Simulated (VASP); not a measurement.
# InSbO2 (P4/mmm) in VASP: single point with PBE

Aim: the single point of InSbO2 with PBE.

Everything below comes from runs of VASP 6.6.1. Logs are shortened: lines on timing, memory, paths and dates and some standing lists are left out, and cuts for length are marked.

**1. The cell of the first run**

It takes space group P4/mmm (No. 123, tetragonal). Conventional cell: a = 4.774 Å, b = 4.774 Å, c = 4.774 Å, α = 90.00°, β = 90.00°, γ = 90.00°. Within 3.2 Å of In (site symmetry 4/mmm) lie 2 Sb at 2.39 Å and 4 O at 2.39 Å. Within 3.2 Å of Sb (site symmetry 4/mmm) lie 2 In at 2.39 Å. O (site symmetry mmm) has 2 In at 2.39 Å within 3.2 Å.

**2. Single point, PBE**

INCAR reads:

```
PREC     = Accurate       # precision mode
ENCUT    = 520            # plane-wave cutoff, eV
EDIFF    = 1E-6           # SCF threshold, eV
ISMEAR   = 0              # smearing method
SIGMA    = 0.1            # smearing width, eV
LREAL    = F              # projectors in reciprocal space
LASPH    = T              # aspherical terms in the spheres
NELM     = 60             # most SCF steps
ALGO     = Normal         # electronic algorithm
ISIF     = 2              # what is computed and relaxed
LWAVE    = F              # write WAVECAR
LCHARG   = F              # write CHGCAR
GGA      = PE             # functional
NBANDS   = 23             # bands
```

KPOINTS reads:

```
Automatic mesh
0
Gamma
  4 4 4
```

POSCAR reads:

```
InSbO2
1.0
    4.7744921400      0.0000000000      0.0000000000
    0.0000000000      4.7744921400      0.0000000000
    0.0000000000      0.0000000000      4.7744921400
In Sb O
1 1 2
Direct
    0.0000000000      0.0000000000      0.0000000000
    0.0000000000      0.0000000000      0.5000000000
    0.5000000000      0.0000000000      0.0000000000
    0.0000000000      0.5000000000      0.0000000000
```

Potentials or basis: VASP PAW PBE potentials, release 64 (In_d, Sb, O).

Started as:

```bash
> cat potpaw_PBE.64/In_d/POTCAR potpaw_PBE.64/Sb/POTCAR potpaw_PBE.64/O/POTCAR > POTCAR
> mpirun -np 1 vasp_std > vasp.out
```

OUTCAR:

```text
PREC = Accurate
   ENCUT = 520
   EDIFF = 1E-6
   ISMEAR = 0
   LREAL = F
   LASPH = T
   NELM = 60
   ISIF = 2
   GGA = PE

 ion  position               nearest neighbor table
   1  0.000  0.000  0.000-   2 2.39   3 2.39   4 2.39   2 2.39   4 2.39   3 2.39
   2  0.000  0.000  0.500-   1 2.39   1 2.39
   3  0.500  0.000  0.000-   1 2.39   1 2.39
   4  0.000  0.500  0.000-   1 2.39   1 2.39

  LATTYP: Found a simple cubic cell.
 ALAT       =     4.7744921400

  Lattice vectors:

 A1 = (   4.7744921400,   0.0000000000,   0.0000000000)
 A2 = (   0.0000000000,   4.7744921400,   0.0000000000)
 A3 = (   0.0000000000,   0.0000000000,   4.7744921400)

Analysis of symmetry for initial positions (statically):
=====================================================================
 Subroutine PRICEL returns:
 Original cell was already a primitive cell.

 Routine SETGRP: Setting up the symmetry group for a
 simple cubic supercell.

 Subroutine GETGRP returns: Found 16 space group operations
 (whereof 16 operations were pure point group operations)
 out of a pool of 48 trial point group operations.

The static configuration has the point symmetry D_4h.

Analysis of symmetry for dynamics (positions and initial velocities):
=====================================================================
 Subroutine PRICEL returns:
 Original cell was already a primitive cell.

 Routine SETGRP: Setting up the symmetry group for a
 simple cubic supercell.

 Subroutine GETGRP returns: Found 16 space group operations
 (whereof 16 operations were pure point group operations)
 out of a pool of 48 trial point group operations.

The dynamic configuration has the point symmetry D_4h.

 Subroutine INISYM returns: Found 16 space group operations
 (whereof 16 operations are pure point group operations),
 and found     1 'primitive' translations

----------------------------------------------------------------------------------------

                                     Primitive cell

  volume of cell :     108.8382

  direct lattice vectors                    reciprocal lattice vectors
     4.774492140  0.000000000  0.000000000     0.209446360  0.000000000  0.000000000
     0.000000000  4.774492140  0.000000000     0.000000000  0.209446360  0.000000000
     0.000000000  0.000000000  4.774492140     0.000000000  0.000000000  0.209446360

  length of vectors
     4.774492140  4.774492140  4.774492140     0.209446360  0.209446360  0.209446360

  position of ions in fractional coordinates (direct lattice)
     0.000000000  0.000000000  0.000000000
     0.000000000  0.000000000  0.500000000
     0.500000000  0.000000000  0.000000000
     0.000000000  0.500000000  0.000000000

  ion indices of the primitive-cell ions
   primitive index   ion index
                 1           1
                 2           2
                 3           3
                 4           4

----------------------------------------------------------------------------------------

 KPOINTS: Automatic mesh

Automatic generation of k-mesh.
 Grid dimensions read from file:
 generate k-points for:    4    4    4

 Generating k-lattice:

  Cartesian coordinates                     Fractional coordinates (reciprocal lattice)
     0.052361590  0.000000000  0.000000000     0.250000000  0.000000000  0.000000000
     0.000000000  0.052361590  0.000000000     0.000000000  0.250000000  0.000000000
     0.000000000  0.000000000  0.052361590     0.000000000  0.000000000  0.250000000

  Length of vectors
     0.052361590  0.052361590  0.052361590

  Shift w.r.t. Gamma in fractional coordinates (k-lattice)
     0.000000000  0.000000000  0.000000000

 Subroutine IBZKPT returns following result:
 ===========================================

 Found     18 irreducible k-points:

 Following reciprocal coordinates:
            Coordinates               Weight
  0.000000  0.000000  0.000000      1.000000
  0.250000  0.000000  0.000000      4.000000
  0.000000  0.000000  0.250000      2.000000
  0.500000  0.000000  0.000000      2.000000
  0.000000  0.000000  0.500000      1.000000
  0.250000  0.250000  0.000000      4.000000
[... 10 lines left out ...]
  0.250000  0.500000  0.500000      4.000000
  0.500000  0.500000  0.500000      1.000000
   k-points           NKPTS =     18   k-points in BZ     NKDIM =     18   number of bands    NBANDS=     23
   number of dos      NEDOS =    301   number of ions     NIONS =      4
   total plane-waves  NPLWV =  46656
   dimension x,y,z NGX =    36 NGY =   36 NGZ =   36
   dimension x,y,z NGXF=    72 NGYF=   72 NGZF=   72
   ions per type =               1   1   2
   NGX,Y,Z   is equivalent  to a cutoff of  12.54, 12.54, 12.54 a.u.
   NGXF,Y,Z  is equivalent  to a cutoff of  25.07, 25.07, 25.07 a.u.
 SYSTEM =  unknown system
   PREC   = accura    normal or accurate (medium, high low for compatibility)
   ISTART =      0    job   : 0-new  1-cont  2-samecut
   ICHARG =      2    charge: 1-file 2-atom 10-const
   ISPIN  =      1    spin polarized calculation?
   LNONCOLLINEAR =      F non collinear calculations
   LSORBIT =      F    spin-orbit coupling
   LASPH  =      T    aspherical Exc in radial PAW
   ENCUT  =  520.0 eV  38.22 Ry    6.18 a.u.   8.88  8.88  8.88*2*pi/ulx,y,z
   NELM   =     60;   NELMIN=  2; NELMDL= -5     # of ELM steps
   EDIFF  = 0.1E-05   stopping-criterion for ELM
   LREAL  =      F    real-space projection
   EDIFFG = 0.1E-04   stopping-criterion for IOM
   NSW    =      0    number of steps for IOM
   IBRION =     -1    ionic relax: 0-MD 1-quasi-New 2-CG
   NFREE  =      0    steps in history (QN), initial steepest desc. (CG)
   ISIF   =      2    stress and relaxation
   ISYM   =      2    0-nonsym 1-usesym 2-fastsym
   POTIM  = 0.5000    time-step for ionic-motion
   TEBEG  =    0.0;   TEEND  =   0.0 temperature during run
   PSTRESS=    0.0 pullay stress
   NELECT =      30.0000    total number of electrons
   NUPDOWN=      -1.0000    fix difference up-down
   EMIN   =  10.00;   EMAX   =-10.00  energy-range for DOS
   EFERMI =   0.00;   METHOD = LEGACY
   ISMEAR =     0;   SIGMA  =   0.10  broadening in eV -4-tet -1-fermi 0-gaus
   EFERMI_NEDOS =   21; number of points for ismear=-14 and -15
   IALGO  =     38    algorithm
   IMIX   =      4    mixing-type and parameters
     AMIX     =   0.40;   BMIX     =  1.00
     AMIX_MAG =   1.60;   BMIX_MAG =  1.00
  volume/ion in A,a.u.               =      27.21       183.62
  Fermi-wavevector in a.u.,A,eV,Ry     =   1.065421  2.013354 15.444282  1.135123
  Thomas-Fermi vector in A             =   2.200972
   LORBIT       =      0    0 simple, 1 ext, 2 COOP (PROOUT), +10 PAW based schemes
   GGA     = PE    functional components
   LHFCALC =     F    Hartree Fock is set to
   AEXX    =    0.0000 exact exchange contribution
   IVDW    =     0    specifies the selected vdW correction
   LEPSILON=     F    determine dielectric tensor
   LRPA    =     F    only Hartree local field effects (RPA)
 non-spin polarized calculation
 Gauss-broadening in eV      SIGMA  =   0.10
  energy-cutoff  :      520.00
  volume of cell :      108.84
 maximum number of plane-waves:      3016
 NGX is ok and might be reduce to    36
   NGX = 17   NGY = 17   NGZ = 17

 number of electron      30.0000006 magnetization

 Free energy of the ion-electron system (eV)
  ---------------------------------------------------
  ext. energy  EPLUGINS =         0.00000000
  ---------------------------------------------------
  free energy    TOTEN  =       -12.86319616 eV

  energy without entropy =      -12.84681699  energy(sigma->0) =      -12.85500657

 E-fermi :   1.1624     XC(G=0):  -7.7744

 val. band max:        1.0717574480   @ k =   0.2500   0.5000   0.5000
 cond. band min:       1.1628639278   @ k =   0.5000   0.2500   0.0000
 fundamental gap:      0.0911064798
 Fermi energy:         1.1623863063

 k-point     1 :       0.0000    0.0000    0.0000
  band No.  band energies     occupation
      1     -14.8439      2.00000
      2     -14.7793      2.00000
      3     -13.7175      2.00000
      4     -12.9615      2.00000
      5     -12.9615      2.00000
      6     -12.5521      2.00000
[... 15 lines left out ...]
     22      10.3262      0.00000
     23      11.0411      0.00000

 k-point     2 :       0.2500    0.0000    0.0000
  band No.  band energies     occupation
      1     -14.8123      2.00000
      2     -14.6533      2.00000
      3     -13.7300      2.00000
      4     -12.9657      2.00000
      5     -12.9614      2.00000
      6     -12.5557      2.00000
[... 15 lines left out ...]
     22      10.2761      0.00000
     23      10.3402      0.00000

 k-point     3 :       0.0000    0.0000    0.2500
  band No.  band energies     occupation
      1     -14.8415      2.00000
      2     -14.7776      2.00000
      3     -13.6048      2.00000
      4     -12.9863      2.00000
      5     -12.9863      2.00000
      6     -12.5523      2.00000
[... 15 lines left out ...]
     22       9.1190      0.00000
     23      11.0170      0.00000

 k-point     4 :       0.5000    0.0000    0.0000
  band No.  band energies     occupation
      1     -14.8072      2.00000
      2     -14.4636      2.00000
      3     -13.7564      2.00000
      4     -12.9699      2.00000
      5     -12.9613      2.00000
      6     -12.5593      2.00000
[... 15 lines left out ...]
     22       9.8076      0.00000
     23      10.2484      0.00000

 k-point     5 :       0.0000    0.0000    0.5000
  band No.  band energies     occupation
      1     -14.8400      2.00000
      2     -14.7761      2.00000
      3     -13.4769      2.00000
      4     -13.0108      2.00000
      5     -13.0108      2.00000
      6     -12.5525      2.00000
[... 15 lines left out ...]
     22       9.4728      0.00000
     23       9.7606      0.00000

 k-point     6 :       0.2500    0.2500    0.0000
  band No.  band energies     occupation
      1     -14.6678      2.00000
      2     -14.6407      2.00000
      3     -13.7411      2.00000
      4     -12.9656      2.00000
      5     -12.9656      2.00000
      6     -12.5594      2.00000
[... 15 lines left out ...]
     22      10.2611      0.00000
     23      10.2663      0.00000

 k-point     7 :       0.0000    0.2500    0.2500
  band No.  band energies     occupation
      1     -14.8105      2.00000
      2     -14.6506      2.00000
      3     -13.6251      2.00000
      4     -12.9909      2.00000
      5     -12.9862      2.00000
      6     -12.5559      2.00000
[... 197 lines left out ...]
     22      10.0555      0.00000
     23      11.4217      0.00000

 k-point    15 :       0.2500    0.2500    0.5000
  band No.  band energies     occupation
      1     -14.6636      2.00000
      2     -14.6347      2.00000
      3     -13.5341      2.00000
      4     -13.0158      2.00000
      5     -13.0157      2.00000
      6     -12.5597      2.00000
[... 15 lines left out ...]
     22      10.1617      0.00000
     23      10.2583      0.00000

 k-point    16 :       0.5000    0.5000    0.2500
  band No.  band energies     occupation
      1     -14.4547      2.00000
      2     -14.4547      2.00000
      3     -13.7065      2.00000
      4     -12.9952      2.00000
      5     -12.9952      2.00000
      6     -12.6765      2.00000
[... 15 lines left out ...]
     22      11.4434      0.00000
     23      12.3783      0.00000

 k-point    17 :       0.2500    0.5000    0.5000
  band No.  band energies     occupation
      1     -14.6474      2.00000
      2     -14.4515      2.00000
      3     -13.5838      2.00000
      4     -13.0209      2.00000
      5     -13.0156      2.00000
      6     -12.5634      2.00000
[... 15 lines left out ...]
     22      10.5971      0.00000
     23      10.7478      0.00000

 k-point    18 :       0.5000    0.5000    0.5000
  band No.  band energies     occupation
      1     -14.4498      2.00000
      2     -14.4498      2.00000
      3     -13.6221      2.00000
      4     -13.0207      2.00000
      5     -13.0207      2.00000
      6     -12.6768      2.00000
[... 15 lines left out ...]
     22      11.0117      0.00000
     23      11.1747      0.00000

------------------------ aborting loop because EDIFF is reached ----------------------------------------

  FORCE on cell =-STRESS in cart. coord.  units (eV):
  Direction    XX          YY          ZZ          XY          YZ          ZX
  --------------------------------------------------------------------------------------
  -------------------------------------------------------------------------------------
  Total       -7.0827028     -7.0827028     20.0888434      0.0000000      0.0000000     -0.0000000
  in kB     -104.2624809   -104.2624809    295.7222262      0.0000000      0.0000000     -0.0000000
  external PRESSURE =      29.0657548 kB  Pullay stress =       0.0000000 kB

 VOLUME and BASIS-vectors are now :
 -----------------------------------------------------------------------------
  energy-cutoff  :      520.00
  volume of cell :      108.84
      direct lattice vectors                 reciprocal lattice vectors
     4.774492140  0.000000000  0.000000000     0.209446360  0.000000000  0.000000000
     0.000000000  4.774492140  0.000000000     0.000000000  0.209446360  0.000000000
     0.000000000  0.000000000  4.774492140     0.000000000  0.000000000  0.209446360

 POSITION                                       TOTAL-FORCE (eV/Angst)
 -----------------------------------------------------------------------------------
      0.00000      0.00000      0.00000         0.000000      0.000000      0.000000
      0.00000      0.00000      2.38725         0.000000      0.000000      0.000000
      2.38725      0.00000      0.00000         0.000000      0.000000      0.000000
      0.00000      2.38725      0.00000         0.000000      0.000000      0.000000
 -----------------------------------------------------------------------------------
    total drift:                                0.000000      0.000000     -0.000000

  FREE ENERGIE OF THE ION-ELECTRON SYSTEM (eV)
  ---------------------------------------------------
  free  energy   TOTEN  =       -12.8631961578 eV

  energy  without entropy=      -12.8468169907  energy(sigma->0) =      -12.85500657
```

It took 18 s on 1 thread of Intel Xeon 6975P-C (Granite Rapids), shared host; peak memory 0.22 GiB.

What came out:

```
Free energy            : -12.8632 eV
Pressure               : 2.9 GPa
Band gap on the k mesh : zero (band 15 reaches 1.98 eV, above the bottom of band 16 at 0.43 eV)
```

Caveat: spin-orbit coupling is left out, which moves the levels of the heavy elements.
